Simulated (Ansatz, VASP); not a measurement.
**One calculation of CdS, two programs**

```xyz
2
Lattice="0.0000 2.9392 2.9392 2.9392 0.0000 2.9392 2.9392 2.9392 0.0000" Properties=species:S:1:pos:R:3 pbc="T T T"
Cd    0.0000    0.0000    0.0000
S     1.4696    1.4696    1.4696
```

Alike in both runs: task single point; functional PBE; k mesh 8 × 8 × 8; occupations fermi-dirac, width 0.02 eV; no spin polarisation.

```csv
,VASP,Ansatz
version,VASP 6.6.1,Ansatz 0.2.0
potentials or method,"VASP PAW PBE potentials, release 64 (Cd, S)","plane waves, PAW"
plane-wave cutoff (eV),520,420
valence electrons in the cell,18,26
```

```tsv
	VASP	Ansatz	Ansatz less VASP
gap on the k mesh at the Fermi level (eV)	1.10	1.10	-0.003
pressure (GPa)	1.7	1.4	-0.32
```

VASP's potentials hold 18 valence electrons a cell and Ansatz's 26, so a difference there can come from the potentials and not from the codes.
